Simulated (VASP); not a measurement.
Here is a VASP 6.6.1 calculation.

File POSCAR:

```
Rh
1.0
    1.9001537962      1.9001537962      0.0000000000
   -1.9001537962      1.9001537962      0.0000000000
    0.0000000000      1.9001537962      1.9001537962
Rh
1
Direct
    0.0000000000      0.0000000000      0.0000000000
```

INCAR.step1

```
ALGO = Normal
EDIFF = 1E-5
ENCUT = 680
GGA = PE
GGA_COMPAT = False
ISMEAR = -1
LASPH = True
LCHARG = False
LREAL = False
LWAVE = True
NBANDS = 14
NELM = 120
PREC = Accurate
SIGMA = 0.05
```

File INCAR.step2:

```
ALGO = Normal
EDIFF = 1E-6
ENCUT = 680
GGA_COMPAT = False
ISIF = 2
ISMEAR = -1
ISTART = 1
LASPH = True
LCHARG = True
LELF = True
LMIXTAU = True
LREAL = False
LVHAR = True
LWAVE = False
METAGGA = R2SCAN
NBANDS = 14
NELM = 120
PREC = Accurate
SIGMA = 0.05
```

The input KPOINTS:

```
k-points
0
Gamma
  14 14 14
```

Potentials or basis: VASP PAW PBE potentials, release 64 (Rh_sv_GW).

Launch:

```console
$ cat potpaw_PBE.64/Rh_sv_GW/POTCAR > POTCAR
$ cp INCAR.step1 INCAR
$ mpirun -np 1 vasp_std > vasp.out
$ cp INCAR.step2 INCAR
$ mpirun -np 1 vasp_std > vasp.out
```

(1) What does it give for the pressure?

(2) Predict the band gap on the k mesh.

## Answers

(1) 0.0 GPa.

(2) zero (an odd number of electrons rules out a gap without spin polarisation).

Caveat: the PAW data sets were made with another functional, which shifts forces and pressure a little.
